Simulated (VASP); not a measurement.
# Be (P6_3/mmc) in VASP: notebook, part 2 of 3

VASP 6.6.1. The steps go on from the part before.

**3. Single point, PBEsol**

Input file INCAR:

```
PREC = Accurate
ENCUT = 520
EDIFF = 1E-6
ISMEAR = -1
SIGMA = 0.15
LREAL = False
LASPH = True
NELM = 80
ALGO = Normal
ISIF = 2
LWAVE = False
LCHARG = False
GGA = PS
NBANDS = 9
```

Input file KPOINTS:

```
Automatic mesh
0
Gamma
  14 14 8
```

Input file POSCAR:

```
Be
1.0
    2.2853000000      0.0000000000      0.0000000000
   -1.1426500000      1.9791300000      0.0000000000
    0.0000000000      0.0000000000      3.5842000000
Be
2
Direct
    0.3333333333      0.6666666667      0.2500000000
    0.6666666667      0.3333333333      0.7500000000
```

Potentials or basis: VASP PAW PBE potentials, release 64 (Be).

Command:

```sh
> cat potpaw_PBE.64/Be/POTCAR > POTCAR
> mpirun -np 1 vasp_std > vasp.out
```

OUTCAR:

```text
PREC = Accurate
   ENCUT = 520
   EDIFF = 1E-6
   ISMEAR = -1
   LREAL = False
   LASPH = True
   NELM = 80
   ISIF = 2
   GGA = PS

 ion  position               nearest neighbor table
   1  0.333  0.667  0.250-   2 2.23   2 2.23   2 2.23   2 2.23   2 2.23   2 2.23
   2  0.667  0.333  0.750-   1 2.23   1 2.23   1 2.23   1 2.23   1 2.23   1 2.23

  LATTYP: Found a hexagonal cell.
 ALAT       =     2.2853000000
 C/A-ratio  =     1.5683717674

  Lattice vectors:

 A1 = (   2.2853000000,   0.0000000000,   0.0000000000)
 A2 = (  -1.1426500000,   1.9791300000,   0.0000000000)
 A3 = (   0.0000000000,   0.0000000000,   3.5842000000)

Analysis of symmetry for initial positions (statically):
=====================================================================
 Subroutine PRICEL returns:
 Original cell was already a primitive cell.

 Routine SETGRP: Setting up the symmetry group for a
 hexagonal supercell.

 Subroutine GETGRP returns: Found 24 space group operations
 (whereof 12 operations were pure point group operations)
 out of a pool of 24 trial point group operations.

The static configuration has the point symmetry D_3d.
 The point group associated with its full space group is D_6h.

Analysis of symmetry for dynamics (positions and initial velocities):
=====================================================================
 Subroutine PRICEL returns:
 Original cell was already a primitive cell.

 Routine SETGRP: Setting up the symmetry group for a
 hexagonal supercell.

 Subroutine GETGRP returns: Found 24 space group operations
 (whereof 12 operations were pure point group operations)
 out of a pool of 24 trial point group operations.

The dynamic configuration has the point symmetry D_3d.
 The point group associated with its full space group is D_6h.

 Subroutine INISYM returns: Found 24 space group operations
 (whereof 12 operations are pure point group operations),
 and found     1 'primitive' translations

----------------------------------------------------------------------------------------

                                     Primitive cell

  volume of cell :      16.2110

  direct lattice vectors                    reciprocal lattice vectors
     2.285300000  0.000000000  0.000000000     0.437579311  0.252636259  0.000000000
    -1.142650000  1.979130000  0.000000000     0.000000000  0.505272519  0.000000000
     0.000000000  0.000000000  3.584200000     0.000000000  0.000000000  0.279002288

  length of vectors
     2.285300000  2.285301857  3.584200000     0.505272929  0.505272519  0.279002288

  position of ions in fractional coordinates (direct lattice)
     0.333333333  0.666666667  0.250000000
     0.666666667  0.333333333  0.750000000

  ion indices of the primitive-cell ions
   primitive index   ion index
                 1           1
                 2           2

----------------------------------------------------------------------------------------

 KPOINTS: Automatic mesh

Automatic generation of k-mesh.
 Grid dimensions read from file:
 generate k-points for:   14   14    8

 Generating k-lattice:

  Cartesian coordinates                     Fractional coordinates (reciprocal lattice)
     0.031255665  0.018045447  0.000000000     0.071428571  0.000000000  0.000000000
     0.000000000  0.036090894  0.000000000     0.000000000  0.071428571  0.000000000
     0.000000000  0.000000000  0.034875286     0.000000000  0.000000000  0.125000000

  Length of vectors
     0.036090924  0.036090894  0.034875286

  Shift w.r.t. Gamma in fractional coordinates (k-lattice)
     0.000000000  0.000000000  0.000000000

 Subroutine IBZKPT returns following result:
 ===========================================

 Found    120 irreducible k-points:

 Following reciprocal coordinates:
            Coordinates               Weight
  0.000000  0.000000  0.000000      1.000000
  0.071429  0.000000  0.000000      6.000000
  0.142857  0.000000  0.000000      6.000000
  0.214286  0.000000  0.000000      6.000000
  0.285714  0.000000  0.000000      6.000000
  0.357143  0.000000  0.000000      6.000000
[... 16 lines left out ...]
  0.285714  0.285714  0.000000      6.000000
  0.357143  0.285714  0.000000      6.000000
 [... further k-points ...]
   k-points           NKPTS =    120   k-points in BZ     NKDIM =    120   number of bands    NBANDS=      9
   number of dos      NEDOS =    301   number of ions     NIONS =      2
   total plane-waves  NPLWV =   9072
   dimension x,y,z NGX =    18 NGY =   18 NGZ =   28
   dimension x,y,z NGXF=    36 NGYF=   36 NGZF=   56
   ions per type =               2
   NGX,Y,Z   is equivalent  to a cutoff of  13.09, 13.09, 12.99 a.u.
   NGXF,Y,Z  is equivalent  to a cutoff of  26.19, 26.19, 25.97 a.u.
 SYSTEM =  unknown system
   PREC   = accura    normal or accurate (medium, high low for compatibility)
   ISTART =      0    job   : 0-new  1-cont  2-samecut
   ICHARG =      2    charge: 1-file 2-atom 10-const
   ISPIN  =      1    spin polarized calculation?
   LNONCOLLINEAR =      F non collinear calculations
   LSORBIT =      F    spin-orbit coupling
   LASPH  =      T    aspherical Exc in radial PAW
   ENCUT  =  520.0 eV  38.22 Ry    6.18 a.u.   4.25  4.25  6.66*2*pi/ulx,y,z
   NELM   =     80;   NELMIN=  2; NELMDL= -5     # of ELM steps
   EDIFF  = 0.1E-05   stopping-criterion for ELM
   LREAL  =      F    real-space projection
   EDIFFG = 0.1E-04   stopping-criterion for IOM
   NSW    =      0    number of steps for IOM
   IBRION =     -1    ionic relax: 0-MD 1-quasi-New 2-CG
   NFREE  =      0    steps in history (QN), initial steepest desc. (CG)
   ISIF   =      2    stress and relaxation
   ISYM   =      2    0-nonsym 1-usesym 2-fastsym
   POTIM  = 0.5000    time-step for ionic-motion
   TEBEG  =    0.0;   TEEND  =   0.0 temperature during run
   PSTRESS=    0.0 pullay stress
   NELECT =       4.0000    total number of electrons
   NUPDOWN=      -1.0000    fix difference up-down
   EMIN   =  10.00;   EMAX   =-10.00  energy-range for DOS
   EFERMI =   0.00;   METHOD = LEGACY
   ISMEAR =    -1;   SIGMA  =   0.15  broadening in eV -4-tet -1-fermi 0-gaus
   EFERMI_NEDOS =   21; number of points for ismear=-14 and -15
   IALGO  =     38    algorithm
   IMIX   =      4    mixing-type and parameters
     AMIX     =   0.40;   BMIX     =  1.00
     AMIX_MAG =   1.60;   BMIX_MAG =  1.00
  volume/ion in A,a.u.               =       8.11        54.70
  Fermi-wavevector in a.u.,A,eV,Ry     =   1.026813  1.940396 14.345248  1.054346
  Thomas-Fermi vector in A             =   2.160726
   LORBIT       =      0    0 simple, 1 ext, 2 COOP (PROOUT), +10 PAW based schemes
   GGA     = PS    functional components
   LHFCALC =     F    Hartree Fock is set to
   AEXX    =    0.0000 exact exchange contribution
   IVDW    =     0    specifies the selected vdW correction
   LEPSILON=     F    determine dielectric tensor
   LRPA    =     F    only Hartree local field effects (RPA)
 non-spin polarized calculation
  energy-cutoff  :      520.00
  volume of cell :       16.21
 maximum number of plane-waves:       454
 NGX is ok and might be reduce to    18
   NGX =  9   NGY =  9   NGZ = 13

 number of electron       4.0000000 magnetization

 Free energy of the ion-electron system (eV)
  ---------------------------------------------------
  ext. energy  EPLUGINS =         0.00000000
  ---------------------------------------------------
  free energy    TOTEN  =        -7.98866298 eV

  energy without entropy =       -7.97381179  energy(sigma->0) =       -7.98123739

 E-fermi :   6.8836     XC(G=0): -10.5265

 val. band max:        6.8707500826   @ k =   0.2857   0.2857   0.0000
 cond. band min:       6.9387052858   @ k =   0.2857   0.2857   0.0000
 fundamental gap:      0.0679552031
 Fermi energy:         6.8835711187

 k-point     1 :       0.0000    0.0000    0.0000
  band No.  band energies     occupation
      1      -4.3937      2.00000
      2       2.4799      2.00000
      3       7.9236      0.00195
      4      22.4199      0.00000
      5      22.4199      0.00000
      6      25.2373      0.00000
      7      25.2373      0.00000
      8      27.4124      0.00000
      9      33.4478      0.00000
[... 265 lines left out ...]
 k-point    24 :       0.3571    0.2857    0.0000
  band No.  band energies     occupation
      1       3.9313      2.00000
      2       5.2729      1.99996
      3       6.8443      1.13019
      4      12.6021      0.00000
      5      13.4962      0.00000
      6      13.9778      0.00000
      7      19.2527      0.00000
      8      20.2525      0.00000
      9      20.7970      0.00000

 [... further k-points ...]
[... 5 lines left out ...]
  --------------------------------------------------------------------------------------
  -------------------------------------------------------------------------------------
  Total       -0.3820675     -0.3820683     -0.3037768      0.0000000      0.0000000      0.0000000
  in kB      -37.7607723    -37.7608541    -30.0230907      0.0000000      0.0000000      0.0000000
  external PRESSURE =     -35.1815724 kB  Pullay stress =       0.0000000 kB

 VOLUME and BASIS-vectors are now :
 -----------------------------------------------------------------------------
  energy-cutoff  :      520.00
  volume of cell :       16.21
      direct lattice vectors                 reciprocal lattice vectors
     2.285300000  0.000000000  0.000000000     0.437579311  0.252636259  0.000000000
    -1.142650000  1.979130000  0.000000000     0.000000000  0.505272519  0.000000000
     0.000000000  0.000000000  3.584200000     0.000000000  0.000000000  0.279002288

 POSITION                                       TOTAL-FORCE (eV/Angst)
 -----------------------------------------------------------------------------------
     -0.00000      1.31942      0.89605        -0.000000      0.000000      0.000000
      1.14265      0.65971      2.68815         0.000000     -0.000000      0.000000
 -----------------------------------------------------------------------------------
    total drift:                                0.000000     -0.000000      0.000000

  FREE ENERGIE OF THE ION-ELECTRON SYSTEM (eV)
  ---------------------------------------------------
  free  energy   TOTEN  =        -7.9886629805 eV

  energy  without entropy=       -7.9738117910  energy(sigma->0) =       -7.98123739
```

OSZICAR:

```text
N       E                     dE             d eps       ncg     rms          rms(c)
DAV:   1    -0.320835627197E+01   -0.32084E+01   -0.18238E+03  2168   0.367E+02
DAV:   2    -0.796280458907E+01   -0.47544E+01   -0.46225E+01  3251   0.545E+01
DAV:   3    -0.801958380012E+01   -0.56779E-01   -0.55649E-01  2432   0.383E+00
DAV:   4    -0.801970105279E+01   -0.11725E-03   -0.11725E-03  2693   0.159E-01
DAV:   5    -0.801970109534E+01   -0.42552E-07   -0.42186E-07  2405   0.321E-03    0.122E+00
DAV:   6    -0.799796604559E+01    0.21735E-01   -0.21836E-03  2302   0.442E-01    0.738E-01
DAV:   7    -0.798866357053E+01    0.93025E-02   -0.31850E-03  2288   0.461E-01    0.131E-02
DAV:   8    -0.798866238795E+01    0.11826E-05   -0.14390E-05  2411   0.262E-02    0.554E-03
DAV:   9    -0.798866298048E+01   -0.59253E-06   -0.38519E-07  2099   0.424E-03
   1 F= -.79886630E+01 E0= -.79812374E+01  d E =-.148512E-01
```

Run time: 28 s. Hardware: 1 thread of AMD EPYC 7R13, shared host; peak memory 0.1 GiB.

Results:

```yaml
Free_energy: -7.9887 eV
Pressure: -3.5 GPa
Band_gap_on_the_k_mesh: zero (band 2 reaches 7.49 eV, above the bottom of band 3 at 6.73 eV)
```

Stress tensor (GPa, compression positive):
```
-3.78  0.00  0.00
 0.00 -3.78  0.00
 0.00  0.00 -3.00
```

Caveat: the PAW data sets were made with another functional, which shifts forces and pressure a little.

**4. Single point, revPBE**

Input file INCAR:

```
SYSTEM = Be
  ALGO = Normal
  EDIFF = 1E-7
  ENCUT = 520
  GGA = RE
  ISIF = 2
  ISMEAR = -1
  LASPH = .TRUE.
  LCHARG = .FALSE.
  LREAL = .FALSE.
  LWAVE = .FALSE.
  NBANDS = 9
  NELM = 80
  PREC = Accurate
  SIGMA = 0.15
```

Input file KPOINTS:

```
k-points
0
G
  14 14 8
  0 0 0
```

POSCAR is that of step 3.

Potentials or basis: VASP PAW PBE potentials, release 64 (Be).

Command:

```sh
> cat potpaw_PBE.64/Be/POTCAR > POTCAR
> mpirun -np 1 vasp_std > vasp.out
```

OUTCAR:

```text
SYSTEM = Be
   EDIFF = 1E-7
   ENCUT = 520
   GGA = RE
   ISIF = 2
   ISMEAR = -1
   LASPH = .TRUE.
   LREAL = .FALSE.
   NELM = 80
   PREC = Accurate

 ion  position               nearest neighbor table
   1  0.333  0.667  0.250-   2 2.23   2 2.23   2 2.23   2 2.23   2 2.23   2 2.23
   2  0.667  0.333  0.750-   1 2.23   1 2.23   1 2.23   1 2.23   1 2.23   1 2.23

  LATTYP: Found a hexagonal cell.
 ALAT       =     2.2853000000
 C/A-ratio  =     1.5683717674

  Lattice vectors:

 A1 = (   2.2853000000,   0.0000000000,   0.0000000000)
 A2 = (  -1.1426500000,   1.9791300000,   0.0000000000)
 A3 = (   0.0000000000,   0.0000000000,   3.5842000000)

Analysis of symmetry for initial positions (statically):
=====================================================================
 Subroutine PRICEL returns:
 Original cell was already a primitive cell.

 Routine SETGRP: Setting up the symmetry group for a
 hexagonal supercell.

 Subroutine GETGRP returns: Found 24 space group operations
 (whereof 12 operations were pure point group operations)
 out of a pool of 24 trial point group operations.

The static configuration has the point symmetry D_3d.
 The point group associated with its full space group is D_6h.

Analysis of symmetry for dynamics (positions and initial velocities):
=====================================================================
 Subroutine PRICEL returns:
 Original cell was already a primitive cell.

 Routine SETGRP: Setting up the symmetry group for a
 hexagonal supercell.

 Subroutine GETGRP returns: Found 24 space group operations
 (whereof 12 operations were pure point group operations)
 out of a pool of 24 trial point group operations.

The dynamic configuration has the point symmetry D_3d.
 The point group associated with its full space group is D_6h.

 Subroutine INISYM returns: Found 24 space group operations
 (whereof 12 operations are pure point group operations),
 and found     1 'primitive' translations

----------------------------------------------------------------------------------------
[... 114 lines left out ...]
  volume/ion in A,a.u.               =       8.11        54.70
  Fermi-wavevector in a.u.,A,eV,Ry     =   1.026813  1.940396 14.345248  1.054346
  Thomas-Fermi vector in A             =   2.160726
   LORBIT       =      0    0 simple, 1 ext, 2 COOP (PROOUT), +10 PAW based schemes
   GGA     = RE    functional components
   LHFCALC =     F    Hartree Fock is set to
   AEXX    =    0.0000 exact exchange contribution
   IVDW    =     0    specifies the selected vdW correction
   LEPSILON=     F    determine dielectric tensor
   LRPA    =     F    only Hartree local field effects (RPA)
 non-spin polarized calculation
  energy-cutoff  :      520.00
  volume of cell :       16.21
 maximum number of plane-waves:       454
 NGX is ok and might be reduce to    18
   NGX =  9   NGY =  9   NGZ = 13

 number of electron       4.0000000 magnetization

 Free energy of the ion-electron system (eV)
  ---------------------------------------------------
  ext. energy  EPLUGINS =         0.00000000
  ---------------------------------------------------
  free energy    TOTEN  =        -7.11201583 eV

  energy without entropy =       -7.09713030  energy(sigma->0) =       -7.10457307

 E-fermi :   6.9910     XC(G=0): -10.5247

 val. band max:        6.9725419581   @ k =   0.2857   0.2857   0.0000
 cond. band min:       7.0394348017   @ k =   0.2857   0.2857   0.0000
 fundamental gap:      0.0668928436
 Fermi energy:         6.9909986689

 k-point     1 :       0.0000    0.0000    0.0000
  band No.  band energies     occupation
      1      -4.3550      2.00000
      2       2.5921      2.00000
      3       7.9652      0.00302
      4      22.6457      0.00000
      5      22.6458      0.00000
      6      25.4699      0.00000
      7      25.4699      0.00000
      8      27.6877      0.00000
      9      33.4717      0.00000
[... 265 lines left out ...]
 k-point    24 :       0.3571    0.2857    0.0000
  band No.  band energies     occupation
      1       4.0407      2.00000
      2       5.3560      1.99996
      3       6.9434      1.15725
      4      12.7353      0.00000
      5      13.6520      0.00000
      6      14.1065      0.00000
      7      19.2852      0.00000
      8      20.3437      0.00000
      9      20.9139      0.00000

 [... further k-points ...]
[... 5 lines left out ...]
  --------------------------------------------------------------------------------------
  -------------------------------------------------------------------------------------
  Total       -0.0425665     -0.0425666      0.0228808      0.0000000     -0.0000000      0.0000000
  in kB       -4.2069622     -4.2069713      2.2613746      0.0000000     -0.0000000      0.0000000
  external PRESSURE =      -2.0508530 kB  Pullay stress =       0.0000000 kB

 VOLUME and BASIS-vectors are now :
 -----------------------------------------------------------------------------
  energy-cutoff  :      520.00
  volume of cell :       16.21
      direct lattice vectors                 reciprocal lattice vectors
     2.285300000  0.000000000  0.000000000     0.437579311  0.252636259  0.000000000
    -1.142650000  1.979130000  0.000000000     0.000000000  0.505272519  0.000000000
     0.000000000  0.000000000  3.584200000     0.000000000  0.000000000  0.279002288

 POSITION                                       TOTAL-FORCE (eV/Angst)
 -----------------------------------------------------------------------------------
     -0.00000      1.31942      0.89605         0.000000      0.000000      0.000000
      1.14265      0.65971      2.68815        -0.000000     -0.000000      0.000000
 -----------------------------------------------------------------------------------
    total drift:                                0.000000     -0.000000      0.000000

  FREE ENERGIE OF THE ION-ELECTRON SYSTEM (eV)
  ---------------------------------------------------
  free  energy   TOTEN  =        -7.1120158279 eV

  energy  without entropy=       -7.0971303029  energy(sigma->0) =       -7.10457307
```

stdout:

```text
POSCAR found type information on POSCAR Be
 POSCAR found :  1 types and       2 ions
 scaLAPACK will be used
 -----------------------------------------------------------------------------
|                                                                             |
|                                                                             |
|     You enforced a specific xc type in the INCAR file but a different       |
|     I HOPE YOU KNOW WHAT YOU ARE DOING!                                     |
|                                                                             |
 -----------------------------------------------------------------------------

 LDA part: xc-table for (Slater+PW92), standard interpolation
 POSCAR, INCAR and KPOINTS ok, starting setup
 FFT: planning ... GRIDC
 FFT: planning ... GRID_SOFT
 FFT: planning ... GRID
 WAVECAR not read
 entering main loop
```

Run time: 34 s. Hardware: 1 thread of AMD EPYC 7R13, shared host; peak memory 0.1 GiB.

What came out:

- Free energy: -7.1120 eV
- Pressure: -0.2 GPa
- Band gap on the k mesh: zero (band 2 reaches 7.60 eV, above the bottom of band 3 at 6.84 eV)

Levels at points of the mesh, in eV from the Fermi level:
```csv
k point,band 1,band 2,band 3,band 4,band 5,band 6
"(0.00, 0.00, 0.00)",-11.35,-4.40,0.97,15.65,15.65,18.48
"(0.50, 0.00, 0.00)",-5.02,-3.23,3.52,6.32,6.57,9.16
"(0.00, 0.00, 0.50)",-9.18,-9.18,10.56,10.56,17.30,17.30
"(0.50, 0.00, 0.50)",-3.64,-3.64,1.37,1.37,11.75,11.75
```

Caveat: the PAW data sets were made with another functional, which shifts forces and pressure a little.

[end of part 2 of 3]
